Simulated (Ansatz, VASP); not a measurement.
**Sn in VASP and in Ansatz**

INCAR

```
PREC = Accurate
ENCUT = 520
EDIFF = 1E-6
ISMEAR = 0
SIGMA = 0.15
LREAL = F
LASPH = T
NELM = 60
ALGO = Fast
ISIF = 2
LWAVE = F
LCHARG = F
GGA = PE
IVDW = 12
NBANDS = 13
```

Contents of KPOINTS:

```
Automatic mesh
0
Gamma
  26 26 26
```

File POSCAR:

```
Sn
1.0
   -1.8520694284      1.8522881138      1.9449265388
    1.8520694284     -1.8522881138      1.9449265388
    1.8520694284      1.8522881138     -1.9449265388
Sn
1
Direct
    0.0000000000      0.0000000000      0.0000000000
```

Input for Ansatz:

```yaml
crystal:
  lattice:
    - [-1.8520694284, 1.8522881138, 1.9449265388]
    - [1.8520694284, -1.8522881138, 1.9449265388]
    - [1.8520694284, 1.8522881138, -1.9449265388]
  atoms:
    - { symbol: Sn, position: [0.0, 0.0, 0.0] }
basis:
  ecutwfc: 420
kpoints:
  mp_grid: { grid: [26, 26, 26] }
hamiltonian:
  xc: pbe
  dispersion: d3bj
scf:
  occupations: { method: gaussian, width: 0.15 }
output:
  forces: true
  stress: true
  eigenvalues: true
```

Alike in both runs: task single point; functional PBE; dispersion D3(BJ); k mesh 26 × 26 × 26; occupations gaussian, width 0.15 eV; no spin polarisation.

```csv
,VASP,Ansatz
version,VASP 6.6.1,Ansatz 0.2.0
potentials or method,"VASP PAW PBE potentials, release 64 (Sn_d), cutoff 520 eV","scalar-relativistic, plane waves, PAW"
valence electrons in the cell,14,14
```

|  | VASP | Ansatz | Ansatz less VASP |
| --- | --- | --- | --- |
| gap on the k mesh at the Fermi level (eV) | none | none | - |
| pressure (GPa) | -0.5 | -0.5 | -0.02 |
| traceless stress, the component that is largest in VASP (GPa) | 0.34 | 0.34 | -0.001 |

A gap of «none» marks a metal or a gap that the smearing closes.
